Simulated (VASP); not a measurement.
A run of VASP 6.6.1 is set up as follows.

Contents of POSCAR:

```
LiF
1.0
    3.0810126255      0.0000000000      0.0000000000
   -1.5405063128      2.6682352031      0.0000000000
    0.0000000000      0.0000000000      4.7853430406
Li F
2 2
Direct
    0.3333333333      0.6666666667     -0.0074305281
    0.6666666667      0.3333333333      0.4925694719
    0.3333333333      0.6666666667      0.3824305281
    0.6666666667      0.3333333333      0.8824305281
```

Contents of INCAR.step1:

```
SYSTEM = LiF
PREC = Accurate ; ENCUT = 520
ISMEAR = 0 ; SIGMA = 0.01
LREAL = .False. ; LASPH = .True.
NELM = 60 ; NBANDS = 18
GGA = PE ; ALGO = Normal
EDIFF = 1E-4 ; LWAVE = .True.
LCHARG = .False.
```

INCAR.step2

```
SYSTEM = LiF
PREC = Accurate ; ENCUT = 520
EDIFF = 1E-6 ; ISMEAR = 0
SIGMA = 0.01 ; LREAL = .False.
LASPH = .True. ; NELM = 60
ALGO = Normal ; ISIF = 2
LWAVE = .False. ; LCHARG = .False.
METAGGA = R2SCAN ; LMIXTAU = .True.
NBANDS = 18 ; ISTART = 1
```

The input KPOINTS:

```
Automatic mesh
0
Gamma
  12 12 6
  0 0 0
```

Potentials or basis: VASP PAW PBE potentials, release 64 (Li_sv, F).

Run with:

```bash
$ cat potpaw_PBE.64/Li_sv/POTCAR potpaw_PBE.64/F/POTCAR > POTCAR
$ cp INCAR.step1 INCAR
$ mpirun -np 1 vasp_std > vasp.out
$ cp INCAR.step2 INCAR
$ mpirun -np 1 vasp_std > vasp.out
```

(1) What does it give for the band gap on the k mesh?

(2) What does it give for the largest force?

Results:

(1) 8.68 eV, direct.

(2) 0.003 eV/Å.

Caveat: the PAW data sets were made with another functional, which shifts forces and pressure a little.
